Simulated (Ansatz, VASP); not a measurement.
SiNi in VASP and in Ansatz

```xyz
4
Lattice="3.0266 0.0000 0.0000 0.0000 3.2735 0.0000 0.0000 0.0000 4.6978" Properties=species:S:1:pos:R:3 pbc="T T T"
Si    1.5133    1.6367    3.9569
Si    0.0000    0.0000    0.7408
Ni    1.5133    1.6367    1.6171
Ni    0.0000    0.0000    3.0807
```

Alike in both runs: task single point; functional PBE; k mesh 8 × 6 × 6; occupations gaussian, width 0.1 eV; no spin polarisation.

```csv
,VASP,Ansatz
version,VASP 6.6.1,Ansatz 0.2.0
potentials or method,"VASP PAW PBE potentials, release 64 (Si, Ni), cutoff 520 eV","scalar-relativistic, plane waves, PAW"
valence electrons in the cell,28,44
```

Ansatz gave:

| Quantity | Value |
| --- | --- |
| gap on the k mesh at the Fermi level (eV) | none |
| pressure (GPa) | 1.3 |
| traceless stress, the component that is largest in VASP (GPa) | 0.01 |
| rms of the force components (eV/Å) | 0.077 |

**Question.** Which values does VASP return?

**Answer.** gap on the k mesh at the Fermi level (eV): none; pressure (GPa): 1.4; traceless stress, the component that is largest in VASP (GPa): 0.20; rms of the force components (eV/Å): 0.078.

Atom by atom the forces differ by 0.004 eV/Å (rms over components). A gap of «none» marks a metal or a gap that the smearing closes. VASP's potentials hold 28 valence electrons a cell and Ansatz's 44, so a difference there can come from the potentials and not from the codes.
